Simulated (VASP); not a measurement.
# Ir2O3 (Pn-3m) in VASP: further runs

Ir2O3 is run at these levels: PBE; tasks: single point.

Program: VASP 6.6.1. These are calculated values, not measurements. Logs are shortened: lines on timing, memory, paths and dates and some standing lists are left out, and cuts for length are marked.

### 1 The cell of the first run

The structure is cubic, space group Pn-3m (No. 224). Conventional cell: a = 4.709 Å, b = 4.709 Å, c = 4.709 Å, α = 90.00°, β = 90.00°, γ = 90.00°. Within 2.7 Å of Ir (site symmetry -3m) lie 6 O at 2.04 Å. O (site symmetry -42m) has 4 Ir at 2.04 Å and 4 O at 2.35 Å within 2.7 Å.

### 2 Single point, PBE

The input, INCAR:

```
SYSTEM = Ir2O3
PREC = Accurate
ENCUT = 520
EDIFF = 1E-7
ISMEAR = -1
SIGMA = 0.06122561905347299
LREAL = .FALSE.
LASPH = .TRUE.
NELM = 100
ALGO = Normal
ISIF = 2
LWAVE = .FALSE.
LCHARG = .FALSE.
GGA = PE
NBANDS = 47
```

The input, KPOINTS:

```
regular mesh
0
G
  12 12 12
  0 0 0
```

The input, POSCAR:

```
Ir2O3
1.0
    4.7089125075      0.0000000000      0.0000000000
    0.0000000000      4.7089125075      0.0000000000
    0.0000000000      0.0000000000      4.7089125075
Ir O
4 6
Direct
    0.2500000000      0.2500000000      0.2500000000
    0.7500000000      0.7500000000      0.2500000000
    0.7500000000      0.2500000000      0.7500000000
    0.2500000000      0.7500000000      0.7500000000
    0.5000000000      0.0000000000      0.0000000000
    0.0000000000      0.5000000000      0.0000000000
    0.0000000000      0.0000000000      0.5000000000
    0.5000000000      0.5000000000      0.0000000000
    0.5000000000      0.0000000000      0.5000000000
    0.0000000000      0.5000000000      0.5000000000
```

Potentials or basis: VASP PAW PBE potentials, release 64 (Ir, O).

On the command line:

```bash
> cat potpaw_PBE.64/Ir/POTCAR potpaw_PBE.64/O/POTCAR > POTCAR
> mpirun -np 1 vasp_std > vasp.out
```

OUTCAR:

```text
SYSTEM = Ir2O3
   PREC = Accurate
   ENCUT = 520
   EDIFF = 1E-7
   ISMEAR = -1
   LREAL = .FALSE.
   LASPH = .TRUE.
   NELM = 100
   ISIF = 2
   GGA = PE

 ion  position               nearest neighbor table
   1  0.250  0.250  0.250-   5 2.04   6 2.04   7 2.04   8 2.04   9 2.04  10 2.04   2 3.33   3 3.33
                             4 3.33   3 3.33   4 3.33   2 3.33   4 3.33   4 3.33   2 3.33   3 3.33
   2  0.750  0.750  0.250-   5 2.04   6 2.04   7 2.04   8 2.04   9 2.04  10 2.04   1 3.33   3 3.33
                             4 3.33   3 3.33   4 3.33   1 3.33   3 3.33   3 3.33   1 3.33   4 3.33
   3  0.750  0.250  0.750-   5 2.04   6 2.04   7 2.04   8 2.04   9 2.04  10 2.04   1 3.33   2 3.33
                             4 3.33   1 3.33   2 3.33   2 3.33   4 3.33   2 3.33   1 3.33   4 3.33
   4  0.250  0.750  0.750-   5 2.04   6 2.04   7 2.04   8 2.04   9 2.04  10 2.04   1 3.33   2 3.33
                             3 3.33   1 3.33   2 3.33   1 3.33   3 3.33   1 3.33   2 3.33   3 3.33
   5  0.500  0.000  0.000-   1 2.04   2 2.04   3 2.04   4 2.04
   6  0.000  0.500  0.000-   1 2.04   2 2.04   3 2.04   4 2.04
   7  0.000  0.000  0.500-   1 2.04   2 2.04   3 2.04   4 2.04
   8  0.500  0.500  0.000-   1 2.04   2 2.04   3 2.04   4 2.04
   9  0.500  0.000  0.500-   1 2.04   2 2.04   3 2.04   4 2.04
  10  0.000  0.500  0.500-   1 2.04   2 2.04   3 2.04   4 2.04

  LATTYP: Found a simple cubic cell.
 ALAT       =     4.7089125075

  Lattice vectors:

 A1 = (   4.7089125075,   0.0000000000,   0.0000000000)
 A2 = (   0.0000000000,   4.7089125075,   0.0000000000)
 A3 = (   0.0000000000,   0.0000000000,   4.7089125075)

Analysis of symmetry for initial positions (statically):
=====================================================================
 Subroutine PRICEL returns:
 Original cell was already a primitive cell.

 Routine SETGRP: Setting up the symmetry group for a
 simple cubic supercell.

 Subroutine GETGRP returns: Found 48 space group operations
 (whereof 24 operations were pure point group operations)
 out of a pool of 48 trial point group operations.

The static configuration has the point symmetry T_d .
 The point group associated with its full space group is O_h .

Analysis of symmetry for dynamics (positions and initial velocities):
=====================================================================
 Subroutine PRICEL returns:
 Original cell was already a primitive cell.

 Routine SETGRP: Setting up the symmetry group for a
 simple cubic supercell.

 Subroutine GETGRP returns: Found 48 space group operations
 (whereof 24 operations were pure point group operations)
 out of a pool of 48 trial point group operations.

The dynamic configuration has the point symmetry T_d .
 The point group associated with its full space group is O_h .

 Subroutine INISYM returns: Found 48 space group operations
 (whereof 24 operations are pure point group operations),
 and found     1 'primitive' translations

----------------------------------------------------------------------------------------

                                     Primitive cell

  volume of cell :     104.4148

  direct lattice vectors                    reciprocal lattice vectors
     4.708912508  0.000000000  0.000000000     0.212363258  0.000000000  0.000000000
     0.000000000  4.708912508  0.000000000     0.000000000  0.212363258  0.000000000
     0.000000000  0.000000000  4.708912508     0.000000000  0.000000000  0.212363258

  length of vectors
     4.708912508  4.708912508  4.708912508     0.212363258  0.212363258  0.212363258

  position of ions in fractional coordinates (direct lattice)
     0.250000000  0.250000000  0.250000000
     0.750000000  0.750000000  0.250000000
     0.750000000  0.250000000  0.750000000
     0.250000000  0.750000000  0.750000000
     0.500000000  0.000000000  0.000000000
     0.000000000  0.500000000  0.000000000
     0.000000000  0.000000000  0.500000000
     0.500000000  0.500000000  0.000000000
     0.500000000  0.000000000  0.500000000
     0.000000000  0.500000000  0.500000000

  ion indices of the primitive-cell ions
   primitive index   ion index
                 1           1
                 2           2
                 3           3
                 4           4
                 5           5
                 6           6
                 7           7
                 8           8
                 9           9
                10          10

----------------------------------------------------------------------------------------

 KPOINTS: regular mesh

Automatic generation of k-mesh.
 Grid dimensions read from file:
 generate k-points for:   12   12   12

 Generating k-lattice:

  Cartesian coordinates                     Fractional coordinates (reciprocal lattice)
     0.017696938  0.000000000  0.000000000     0.083333333  0.000000000  0.000000000
     0.000000000  0.017696938  0.000000000     0.000000000  0.083333333  0.000000000
     0.000000000  0.000000000  0.017696938     0.000000000  0.000000000  0.083333333

  Length of vectors
     0.017696938  0.017696938  0.017696938

  Shift w.r.t. Gamma in fractional coordinates (k-lattice)
     0.000000000  0.000000000  0.000000000

 Subroutine IBZKPT returns following result:
 ===========================================

 Found     84 irreducible k-points:

 Following reciprocal coordinates:
            Coordinates               Weight
  0.000000  0.000000  0.000000      1.000000
  0.083333  0.000000  0.000000      6.000000
  0.166667  0.000000  0.000000      6.000000
  0.250000  0.000000  0.000000      6.000000
  0.333333  0.000000  0.000000      6.000000
  0.416667  0.000000  0.000000      6.000000
[... 16 lines left out ...]
  0.333333  0.333333  0.000000     12.000000
  0.416667  0.333333  0.000000     24.000000
 [... further k-points ...]
   k-points           NKPTS =     84   k-points in BZ     NKDIM =     84   number of bands    NBANDS=     47
   number of dos      NEDOS =    301   number of ions     NIONS =     10
   total plane-waves  NPLWV =  46656
   dimension x,y,z NGX =    36 NGY =   36 NGZ =   36
   dimension x,y,z NGXF=    72 NGYF=   72 NGZF=   72
   ions per type =               4   6
   NGX,Y,Z   is equivalent  to a cutoff of  12.71, 12.71, 12.71 a.u.
   NGXF,Y,Z  is equivalent  to a cutoff of  25.42, 25.42, 25.42 a.u.
 SYSTEM =  Ir2O3
   PREC   = accura    normal or accurate (medium, high low for compatibility)
   ISTART =      0    job   : 0-new  1-cont  2-samecut
   ICHARG =      2    charge: 1-file 2-atom 10-const
   ISPIN  =      1    spin polarized calculation?
   LNONCOLLINEAR =      F non collinear calculations
   LSORBIT =      F    spin-orbit coupling
   LASPH  =      T    aspherical Exc in radial PAW
   ENCUT  =  520.0 eV  38.22 Ry    6.18 a.u.   8.76  8.76  8.76*2*pi/ulx,y,z
   NELM   =    100;   NELMIN=  2; NELMDL= -5     # of ELM steps
   EDIFF  = 0.1E-06   stopping-criterion for ELM
   LREAL  =      F    real-space projection
   EDIFFG = 0.1E-05   stopping-criterion for IOM
   NSW    =      0    number of steps for IOM
   IBRION =     -1    ionic relax: 0-MD 1-quasi-New 2-CG
   NFREE  =      0    steps in history (QN), initial steepest desc. (CG)
   ISIF   =      2    stress and relaxation
   ISYM   =      2    0-nonsym 1-usesym 2-fastsym
   POTIM  = 0.5000    time-step for ionic-motion
   TEBEG  =    0.0;   TEEND  =   0.0 temperature during run
   PSTRESS=    0.0 pullay stress
   NELECT =      72.0000    total number of electrons
   NUPDOWN=      -1.0000    fix difference up-down
   EMIN   =  10.00;   EMAX   =-10.00  energy-range for DOS
   EFERMI =   0.00;   METHOD = LEGACY
   ISMEAR =    -1;   SIGMA  =   0.06  broadening in eV -4-tet -1-fermi 0-gaus
   EFERMI_NEDOS =   21; number of points for ismear=-14 and -15
   IALGO  =     38    algorithm
   IMIX   =      4    mixing-type and parameters
     AMIX     =   0.40;   BMIX     =  1.00
     AMIX_MAG =   1.60;   BMIX_MAG =  1.00
  volume/ion in A,a.u.               =      10.44        70.46
  Fermi-wavevector in a.u.,A,eV,Ry     =   1.446322  2.733153 28.461317  2.091848
  Thomas-Fermi vector in A             =   2.564404
   LORBIT       =      0    0 simple, 1 ext, 2 COOP (PROOUT), +10 PAW based schemes
   GGA     = PE    functional components
   LHFCALC =     F    Hartree Fock is set to
   AEXX    =    0.0000 exact exchange contribution
   IVDW    =     0    specifies the selected vdW correction
   LEPSILON=     F    determine dielectric tensor
   LRPA    =     F    only Hartree local field effects (RPA)
 non-spin polarized calculation
  energy-cutoff  :      520.00
  volume of cell :      104.41
 maximum number of plane-waves:      2842
 NGX is ok and might be reduce to    36
   NGX = 17   NGY = 17   NGZ = 17

 number of electron      71.9999992 magnetization

 Free energy of the ion-electron system (eV)
  ---------------------------------------------------
  ext. energy  EPLUGINS =         0.00000000
  ---------------------------------------------------
  free energy    TOTEN  =       -68.11225751 eV

  energy without entropy =      -68.10947051  energy(sigma->0) =      -68.11086401

 E-fermi :   8.0261     XC(G=0): -12.6520

 val. band max:        7.7674254356   @ k =   0.0000   0.0000   0.0000
 cond. band min:       8.1912563002   @ k =   0.0000   0.0000   0.0000
 fundamental gap:      0.4238308646
 Fermi energy:         8.0261452076

 k-point     1 :       0.0000    0.0000    0.0000
  band No.  band energies     occupation
      1     -14.8356      2.00000
      2     -12.9608      2.00000
      3     -12.9608      2.00000
      4     -12.7691      2.00000
      5     -12.7691      2.00000
      6     -11.3769      2.00000
[... 39 lines left out ...]
     46      11.4816      0.00000
     47      17.6302      0.00000

 k-point     2 :       0.0833    0.0000    0.0000
  band No.  band energies     occupation
      1     -14.8074      2.00000
      2     -12.9961      2.00000
      3     -12.9583      2.00000
      4     -12.7729      2.00000
      5     -12.7522      2.00000
      6     -11.4149      2.00000
[... 39 lines left out ...]
     46      11.4565      0.00000
     47      17.5204      0.00000

 k-point     3 :       0.1667    0.0000    0.0000
  band No.  band energies     occupation
      1     -14.7244      2.00000
      2     -13.0984      2.00000
      3     -12.9502      2.00000
      4     -12.7843      2.00000
      5     -12.7019      2.00000
      6     -11.5200      2.00000
[... 39 lines left out ...]
     46      11.5237      0.00000
     47      17.1087      0.00000

 k-point     4 :       0.2500    0.0000    0.0000
  band No.  band energies     occupation
      1     -14.5900      2.00000
      2     -13.2603      2.00000
      3     -12.9367      2.00000
      4     -12.8013      2.00000
      5     -12.6196      2.00000
      6     -11.6729      2.00000
[... 939 lines left out ...]
     46      13.4794      0.00000
     47      15.6134      0.00000

 k-point    23 :       0.3333    0.3333    0.0000
  band No.  band energies     occupation
      1     -14.0803      2.00000
      2     -13.4865      2.00000
      3     -13.0769      2.00000
      4     -12.8753      2.00000
      5     -12.5023      2.00000
      6     -12.1574      2.00000
[... 39 lines left out ...]
     46      13.4874      0.00000
     47      15.4352      0.00000

 k-point    24 :       0.4167    0.3333    0.0000
  band No.  band energies     occupation
      1     -13.9195      2.00000
      2     -13.5953      2.00000
      3     -13.0600      2.00000
      4     -12.9371      2.00000
      5     -12.4459      2.00000
      6     -12.2671      2.00000
[... 39 lines left out ...]
     46      13.6897      0.00000
     47      15.2684      0.00000

 [... further k-points ...]

------------------------ aborting loop because EDIFF is reached ----------------------------------------

  FORCE on cell =-STRESS in cart. coord.  units (eV):
  Direction    XX          YY          ZZ          XY          YZ          ZX
  --------------------------------------------------------------------------------------
  -------------------------------------------------------------------------------------
  Total       13.3502193     13.3502193     13.3502193     -0.0000000      0.0000000     -0.0000000
  in kB      204.8505429    204.8505429    204.8505429     -0.0000000      0.0000000     -0.0000000
  external PRESSURE =     204.8505429 kB  Pullay stress =       0.0000000 kB

 VOLUME and BASIS-vectors are now :
 -----------------------------------------------------------------------------
  energy-cutoff  :      520.00
  volume of cell :      104.41
      direct lattice vectors                 reciprocal lattice vectors
     4.708912508  0.000000000  0.000000000     0.212363258  0.000000000  0.000000000
     0.000000000  4.708912508  0.000000000     0.000000000  0.212363258  0.000000000
     0.000000000  0.000000000  4.708912508     0.000000000  0.000000000  0.212363258

 POSITION                                       TOTAL-FORCE (eV/Angst)
 -----------------------------------------------------------------------------------
      1.17723      1.17723      1.17723         0.000000      0.000000     -0.000000
      3.53168      3.53168      1.17723         0.000000     -0.000000      0.000000
      3.53168      1.17723      3.53168        -0.000000     -0.000000      0.000000
      1.17723      3.53168      3.53168         0.000000      0.000000      0.000000
      2.35446      0.00000      0.00000        -0.000000      0.000000     -0.000000
      0.00000      2.35446      0.00000        -0.000000     -0.000000     -0.000000
      0.00000      0.00000      2.35446        -0.000000     -0.000000     -0.000000
      2.35446      2.35446      0.00000         0.000000     -0.000000     -0.000000
      2.35446      0.00000      2.35446        -0.000000     -0.000000     -0.000000
      0.00000      2.35446      2.35446        -0.000000     -0.000000     -0.000000
 -----------------------------------------------------------------------------------
    total drift:                               -0.000000      0.000000     -0.000000

  FREE ENERGIE OF THE ION-ELECTRON SYSTEM (eV)
  ---------------------------------------------------
  free  energy   TOTEN  =       -68.1122575084 eV

  energy  without entropy=      -68.1094705112  energy(sigma->0) =      -68.11086401
```

Run time: 2.5 min. Hardware: 1 thread of Intel Xeon 6975P-C (Granite Rapids), shared host; peak memory 0.41 GiB.

What came out:

| Item | Value |
| --- | --- |
| Free energy | -68.1123 eV |
| Pressure | 20.5 GPa |
| Band gap on the k mesh | 0.42 eV |

Levels at points of the mesh, in eV from the valence-band top:
| k point | band 33 | band 34 | band 35 | band 36 | band 37 | band 38 | band 39 | band 40 |
| --- | --- | --- | --- | --- | --- | --- | --- | --- |
| (0.00, 0.00, 0.00) | -1.41 | 0.00 | 0.00 | 0.00 | 0.42 | 0.42 | 2.22 | 2.22 |
| (0.50, 0.00, 0.00) | -0.88 | -0.88 | -0.18 | -0.18 | 0.99 | 0.99 | 2.24 | 2.24 |
| (0.50, 0.50, 0.00) | -0.70 | -0.70 | -0.56 | -0.56 | 1.57 | 1.57 | 1.82 | 1.82 |
| (0.50, 0.50, 0.50) | -1.79 | -0.40 | -0.40 | -0.40 | 0.48 | 0.48 | 0.48 | 3.45 |

Caveat: the cell stands under pressure; spin-orbit coupling is left out, which moves the levels of the heavy elements. A k mesh can miss the band edges.

(Part 1 of 2 ends here.)
